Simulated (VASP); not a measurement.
# Al3Cu2 (P-3m1) in VASP: a series of runs

Runs on Al3Cu2. Level: PBEsol. Tasks: single point.

Program: VASP 6.6.1. These are calculated values, not measurements. Logs are shortened: lines on timing, memory, paths and dates and some standing lists are left out, and cuts for length are marked.

**1. The cell of the first run**

It takes space group P-3m1 (No. 164, trigonal). Conventional cell: a = 3.935 Å, b = 3.935 Å, c = 4.584 Å, α = 90.00°, β = 90.00°, γ = 120.00°. Al (site symmetry -3m) has 6 Cu at 2.38 Å and 6 Al at 2.79 Å within 3.1 Å. Al (site symmetry 3m) has 5 Cu at 2.25 to 2.44 Å and 6 Al at 2.65 to 2.79 Å within 3.0 Å. Within 3.0 Å of Cu (site symmetry 3m) lie 8 Al at 2.25 to 2.44 Å and 3 Cu at 2.69 Å.

**2. Single point, PBEsol (strain -0.040 along x and y, -0.080 along z)**

INCAR

```
SYSTEM = Al3Cu2
PREC = Accurate ; ENCUT = 520
EDIFF = 1E-6 ; ISMEAR = 0
SIGMA = 0.15 ; LREAL = .FALSE.
LASPH = .TRUE. ; NELM = 60
ALGO = Fast ; ISIF = 2
LWAVE = .FALSE. ; LCHARG = .FALSE.
GGA = PS ; NBANDS = 24
```

KPOINTS

```
regular mesh
0
G
  12 12 10
  0 0 0
```

POSCAR

```
Al3Cu2
1.0
    3.9346421713      0.0000000000      0.0000000000
   -1.9673210856      3.4075000751      0.0000000000
    0.0000000000      0.0000000000      4.5835327975
Al Cu
3 2
Direct
    0.0000000000      0.0000000000      0.0000000000
    0.3333333333      0.6666666667      0.3515059889
    0.6666666667      0.3333333333      0.6484940111
    0.3333333333      0.6666666667      0.8422899951
    0.6666666667      0.3333333333      0.1577100049
```

Potentials or basis: VASP PAW PBE potentials, release 64 (Al, Cu).

Run with:

```console
$ cat potpaw_PBE.64/Al/POTCAR potpaw_PBE.64/Cu/POTCAR > POTCAR
$ mpirun -np 1 vasp_std > vasp.out
```

OUTCAR:

```text
SYSTEM = Al3Cu2
   PREC = Accurate
   ENCUT = 520
   EDIFF = 1E-6
   ISMEAR = 0
   LREAL = .FALSE.
   LASPH = .TRUE.
   NELM = 60
   ISIF = 2
   GGA = PS

 ion  position               nearest neighbor table
   1  0.000  0.000  0.000-   4 2.38   5 2.38   4 2.38   5 2.38   5 2.38   4 2.38   2 2.79   3 2.79
                             2 2.79   3 2.79   2 2.79   3 2.79
   2  0.333  0.667  0.352-   4 2.25   4 2.33   5 2.44   5 2.44   5 2.44   3 2.65   3 2.65   3 2.65
                             1 2.79   1 2.79   1 2.79
   3  0.667  0.333  0.648-   5 2.25   5 2.33   4 2.44   4 2.44   4 2.44   2 2.65   2 2.65   2 2.65
                             1 2.79   1 2.79   1 2.79
   4  0.333  0.667  0.842-   2 2.25   2 2.33   1 2.38   1 2.38   1 2.38   3 2.44   3 2.44   3 2.44
                             5 2.69   5 2.69   5 2.69
   5  0.667  0.333  0.158-   3 2.25   3 2.33   1 2.38   1 2.38   1 2.38   2 2.44   2 2.44   2 2.44
                             4 2.69   4 2.69   4 2.69

  LATTYP: Found a hexagonal cell.
 ALAT       =     3.9346421713
 C/A-ratio  =     1.1649173160

  Lattice vectors:

 A1 = (   3.9346421713,   0.0000000000,   0.0000000000)
 A2 = (  -1.9673210856,   3.4075000751,   0.0000000000)
 A3 = (   0.0000000000,   0.0000000000,   4.5835327975)

Analysis of symmetry for initial positions (statically):
=====================================================================
 Subroutine PRICEL returns:
 Original cell was already a primitive cell.

 Routine SETGRP: Setting up the symmetry group for a
 hexagonal supercell.

 Subroutine GETGRP returns: Found 12 space group operations
 (whereof 12 operations were pure point group operations)
 out of a pool of 24 trial point group operations.

The static configuration has the point symmetry D_3d.

Analysis of symmetry for dynamics (positions and initial velocities):
=====================================================================
 Subroutine PRICEL returns:
 Original cell was already a primitive cell.

 Routine SETGRP: Setting up the symmetry group for a
 hexagonal supercell.

 Subroutine GETGRP returns: Found 12 space group operations
 (whereof 12 operations were pure point group operations)
 out of a pool of 24 trial point group operations.

The dynamic configuration has the point symmetry D_3d.

 Subroutine INISYM returns: Found 12 space group operations
 (whereof 12 operations are pure point group operations),
 and found     1 'primitive' translations

----------------------------------------------------------------------------------------

                                     Primitive cell

  volume of cell :      61.4528

  direct lattice vectors                    reciprocal lattice vectors
     3.934642171  0.000000000  0.000000000     0.254152717  0.146735140  0.000000000
    -1.967321086  3.407500075  0.000000000     0.000000000  0.293470280  0.000000000
     0.000000000  0.000000000  4.583532798     0.000000000  0.000000000  0.218172323

  length of vectors
     3.934642171  3.934642171  4.583532798     0.293470280  0.293470280  0.218172323

  position of ions in fractional coordinates (direct lattice)
     0.000000000  0.000000000  0.000000000
     0.333333333  0.666666667  0.351505989
     0.666666667  0.333333333  0.648494011
     0.333333333  0.666666667  0.842289995
     0.666666667  0.333333333  0.157710005

  ion indices of the primitive-cell ions
   primitive index   ion index
                 1           1
                 2           2
                 3           3
                 4           4
                 5           5

----------------------------------------------------------------------------------------

 KPOINTS: regular mesh

Automatic generation of k-mesh.
 Grid dimensions read from file:
 generate k-points for:   12   12   10

 Generating k-lattice:

  Cartesian coordinates                     Fractional coordinates (reciprocal lattice)
     0.021179393  0.012227928  0.000000000     0.083333333  0.000000000  0.000000000
     0.000000000  0.024455857  0.000000000     0.000000000  0.083333333  0.000000000
     0.000000000  0.000000000  0.021817232     0.000000000  0.000000000  0.100000000

  Length of vectors
     0.024455857  0.024455857  0.021817232

  Shift w.r.t. Gamma in fractional coordinates (k-lattice)
     0.000000000  0.000000000  0.000000000

 Subroutine IBZKPT returns following result:
 ===========================================

 Found    162 irreducible k-points:

 Following reciprocal coordinates:
            Coordinates               Weight
  0.000000  0.000000  0.000000      1.000000
  0.083333 -0.000000  0.000000      6.000000
  0.166667 -0.000000  0.000000      6.000000
  0.250000 -0.000000  0.000000      6.000000
  0.333333 -0.000000  0.000000      6.000000
  0.416667 -0.000000  0.000000      6.000000
[... 16 lines left out ...]
  0.166667 -0.000000  0.100000      6.000000
  0.000000  0.166667  0.100000      6.000000
 [... further k-points ...]
   k-points           NKPTS =    162   k-points in BZ     NKDIM =    162   number of bands    NBANDS=     24
   number of dos      NEDOS =    301   number of ions     NIONS =      5
   total plane-waves  NPLWV =  32400
   dimension x,y,z NGX =    30 NGY =   30 NGZ =   36
   dimension x,y,z NGXF=    60 NGYF=   60 NGZF=   72
   ions per type =               3   2
   NGX,Y,Z   is equivalent  to a cutoff of  12.68, 12.68, 13.06 a.u.
   NGXF,Y,Z  is equivalent  to a cutoff of  25.35, 25.35, 26.11 a.u.
 SYSTEM =  Al3Cu2
   PREC   = accura    normal or accurate (medium, high low for compatibility)
   ISTART =      0    job   : 0-new  1-cont  2-samecut
   ICHARG =      2    charge: 1-file 2-atom 10-const
   ISPIN  =      1    spin polarized calculation?
   LNONCOLLINEAR =      F non collinear calculations
   LSORBIT =      F    spin-orbit coupling
   LASPH  =      T    aspherical Exc in radial PAW
   ENCUT  =  520.0 eV  38.22 Ry    6.18 a.u.   7.32  7.32  8.52*2*pi/ulx,y,z
   NELM   =     60;   NELMIN=  2; NELMDL= -5     # of ELM steps
   EDIFF  = 0.1E-05   stopping-criterion for ELM
   LREAL  =      F    real-space projection
   EDIFFG = 0.1E-04   stopping-criterion for IOM
   NSW    =      0    number of steps for IOM
   IBRION =     -1    ionic relax: 0-MD 1-quasi-New 2-CG
   NFREE  =      0    steps in history (QN), initial steepest desc. (CG)
   ISIF   =      2    stress and relaxation
   ISYM   =      2    0-nonsym 1-usesym 2-fastsym
   POTIM  = 0.5000    time-step for ionic-motion
   TEBEG  =    0.0;   TEEND  =   0.0 temperature during run
   PSTRESS=    0.0 pullay stress
   NELECT =      31.0000    total number of electrons
   NUPDOWN=      -1.0000    fix difference up-down
   EMIN   =  10.00;   EMAX   =-10.00  energy-range for DOS
   EFERMI =   0.00;   METHOD = LEGACY
   ISMEAR =     0;   SIGMA  =   0.15  broadening in eV -4-tet -1-fermi 0-gaus
   EFERMI_NEDOS =   21; number of points for ismear=-14 and -15
   IALGO  =     68    algorithm
   IMIX   =      4    mixing-type and parameters
     AMIX     =   0.40;   BMIX     =  1.00
     AMIX_MAG =   1.60;   BMIX_MAG =  1.00
  volume/ion in A,a.u.               =      12.29        82.94
  Fermi-wavevector in a.u.,A,eV,Ry     =   1.303212  2.462713 23.107594  1.698360
  Thomas-Fermi vector in A             =   2.434229
   LORBIT       =      0    0 simple, 1 ext, 2 COOP (PROOUT), +10 PAW based schemes
   GGA     = PS    functional components
   LHFCALC =     F    Hartree Fock is set to
   AEXX    =    0.0000 exact exchange contribution
   IVDW    =     0    specifies the selected vdW correction
   LEPSILON=     F    determine dielectric tensor
   LRPA    =     F    only Hartree local field effects (RPA)
 non-spin polarized calculation
 RMM-DIIS sequential band-by-band and
 Gauss-broadening in eV      SIGMA  =   0.15
  energy-cutoff  :      520.00
  volume of cell :       61.45
 maximum number of plane-waves:      1691
 NGX is ok and might be reduce to    30
   NGX = 15   NGY = 15   NGZ = 17

 number of electron      30.9999983 magnetization

 Free energy of the ion-electron system (eV)
  ---------------------------------------------------
  ext. energy  EPLUGINS =         0.00000000
  ---------------------------------------------------
  free energy    TOTEN  =       -20.79104087 eV

  energy without entropy =      -20.77796518  energy(sigma->0) =      -20.78450302

 E-fermi :  10.3527     XC(G=0): -11.8119

 val. band max:       10.3229734331   @ k =  -0.0833   0.3333   0.2000
 cond. band min:      10.3610456027   @ k =   0.0000   0.4167   0.2000
 fundamental gap:      0.0380721695
 Fermi energy:        10.3526739877

 k-point     1 :       0.0000    0.0000    0.0000
  band No.  band energies     occupation
      1      -2.2125      2.00000
      2       3.0852      2.00000
      3       3.8375      2.00000
      4       4.0538      2.00000
      5       4.0538      2.00000
      6       4.4135      2.00000
[... 16 lines left out ...]
     23      16.7383      0.00000
     24      16.7385      0.00000

 k-point     2 :       0.0833   -0.0000    0.0000
  band No.  band energies     occupation
      1      -2.1228      2.00000
      2       3.1191      2.00000
      3       3.7594      2.00000
      4       4.0845      2.00000
      5       4.1347      2.00000
      6       4.3970      2.00000
[... 16 lines left out ...]
     23      16.4895      0.00000
     24      16.6037      0.00000

 k-point     3 :       0.1667   -0.0000    0.0000
  band No.  band energies     occupation
      1      -1.8551      2.00000
      2       3.2024      2.00000
      3       3.6144      2.00000
      4       4.1730      2.00000
      5       4.2374      2.00000
      6       4.3681      2.00000
[... 16 lines left out ...]
     23      16.0223      0.00000
     24      16.5077      0.00000

 k-point     4 :       0.2500   -0.0000    0.0000
  band No.  band energies     occupation
      1      -1.4143      2.00000
      2       3.2517      2.00000
      3       3.3941      2.00000
      4       4.1731      2.00000
      5       4.3041      2.00000
      6       4.4317      2.00000
[... 16 lines left out ...]
     23      16.3471      0.00000
     24      16.7103      0.00000

 k-point     5 :       0.3333   -0.0000    0.0000
  band No.  band energies     occupation
      1      -0.8109      2.00000
      2       2.7619      2.00000
      3       3.3227      2.00000
      4       4.1234      2.00000
      5       4.4265      2.00000
      6       4.4733      2.00000
[... 16 lines left out ...]
     23      16.3754      0.00000
     24      17.6099      0.00000

 k-point     6 :       0.4167   -0.0000    0.0000
  band No.  band energies     occupation
      1      -0.0713      2.00000
      2       1.8934      2.00000
      3       3.2931      2.00000
      4       4.1687      2.00000
      5       4.4774      2.00000
      6       4.4802      2.00000
[... 16 lines left out ...]
     23      17.7277      0.00000
     24      19.1798      0.00000
[... 379 lines left out ...]
 k-point    21 :       0.0833   -0.0000    0.1000
  band No.  band energies     occupation
      1      -2.0546      2.00000
      2       2.8433      2.00000
      3       3.7874      2.00000
      4       4.0718      2.00000
      5       4.1000      2.00000
      6       4.4077      2.00000
[... 16 lines left out ...]
     23      16.7159      0.00000
     24      16.8374      0.00000

 k-point    22 :       0.0000    0.0833    0.1000
  band No.  band energies     occupation
      1      -2.0545      2.00000
      2       2.8412      2.00000
      3       3.7845      2.00000
      4       4.0725      2.00000
      5       4.1080      2.00000
      6       4.3884      2.00000
[... 16 lines left out ...]
     23      16.5261      0.00000
     24      16.8078      0.00000

 k-point    23 :       0.1667   -0.0000    0.1000
  band No.  band energies     occupation
      1      -1.7873      2.00000
      2       2.9794      2.00000
      3       3.6584      2.00000
      4       4.1045      2.00000
      5       4.1619      2.00000
      6       4.4379      2.00000
[... 16 lines left out ...]
     23      16.3834      0.00000
     24      16.9091      0.00000

 k-point    24 :       0.0000    0.1667    0.1000
  band No.  band energies     occupation
      1      -1.7870      2.00000
      2       2.9630      2.00000
      3       3.6292      2.00000
      4       4.1576      2.00000
      5       4.2080      2.00000
      6       4.3534      2.00000
[... 16 lines left out ...]
     23      16.3002      0.00000
     24      16.7909      0.00000

 [... further k-points ...]

------------------------ aborting loop because EDIFF is reached ----------------------------------------

  FORCE on cell =-STRESS in cart. coord.  units (eV):
  Direction    XX          YY          ZZ          XY          YZ          ZX
  --------------------------------------------------------------------------------------
  -------------------------------------------------------------------------------------
  Total        8.6334785      8.6334785     15.1434007      0.0000000      0.0000000      0.0000000
  in kB      225.0893437    225.0893437    394.8139933      0.0000000      0.0000000      0.0000000
  external PRESSURE =     281.6642269 kB  Pullay stress =       0.0000000 kB

 VOLUME and BASIS-vectors are now :
 -----------------------------------------------------------------------------
  energy-cutoff  :      520.00
  volume of cell :       61.45
      direct lattice vectors                 reciprocal lattice vectors
     3.934642171  0.000000000  0.000000000     0.254152717  0.146735140  0.000000000
    -1.967321086  3.407500075  0.000000000     0.000000000  0.293470280  0.000000000
     0.000000000  0.000000000  4.583532798     0.000000000  0.000000000  0.218172323

 POSITION                                       TOTAL-FORCE (eV/Angst)
 -----------------------------------------------------------------------------------
      0.00000      0.00000      0.00000        -0.000000      0.000000      0.000000
     -0.00000      2.27167      1.61114         0.000000     -0.000000      0.072565
      1.96732      1.13583      2.97239        -0.000000      0.000000     -0.072565
     -0.00000      2.27167      3.86066         0.000000      0.000000      0.291897
      1.96732      1.13583      0.72287        -0.000000     -0.000000     -0.291897
 -----------------------------------------------------------------------------------
    total drift:                               -0.000000      0.000000     -0.000000

  FREE ENERGIE OF THE ION-ELECTRON SYSTEM (eV)
  ---------------------------------------------------
  free  energy   TOTEN  =       -20.7910408710 eV

  energy  without entropy=      -20.7779651770  energy(sigma->0) =      -20.78450302
```

Wall time 2.3 min (1 thread of Intel Xeon 6975P-C (Granite Rapids), shared host); peak memory 0.32 GiB.

What came out:

```
Free energy            : -20.7910 eV
Pressure               : 28.2 GPa
Largest force          : 0.292 eV/Å
Band gap on the k mesh : zero (an odd number of electrons rules out a gap without spin polarisation)
```

Forces in eV/Å, atoms in the order of the input:
```
Al   0.000  0.000  0.000
Al   0.000  0.000  0.073
Al   0.000  0.000 -0.073
Cu   0.000  0.000  0.292
Cu   0.000  0.000 -0.292
```

Stress tensor (GPa, compression positive):
```
22.51  0.00  0.00
 0.00 22.51  0.00
 0.00  0.00 39.48
```

Levels at points of the mesh, in eV from the Fermi level:
```csv
k point,band 12,band 13,band 14,band 15,band 16,band 17,band 18,band 19
"(0.00, 0.00, 0.00)",-4.10,-3.96,-0.64,-0.64,1.15,1.15,3.03,3.16
"(0.50, 0.00, 0.00)",-4.73,-3.78,-3.22,-2.71,-0.48,0.14,0.65,3.39
"(0.00, 0.00, 0.50)",-4.87,0.97,0.97,1.09,1.09,1.97,2.65,2.65
"(0.50, 0.00, 0.50)",-4.87,-4.70,-3.95,-2.20,-0.28,0.64,1.13,6.13
```

Caveat: the cell differs from its parent crystal (strain -0.040 along x and y, -0.080 along z); the stress differs along the axes, from 23 to 39 GPa; the PAW data sets were made with another functional, which shifts forces and pressure a little.

(Part 1 of 2 ends here.)

The gap in the log of VASP goes by the Fermi energy; the results here count the filled bands.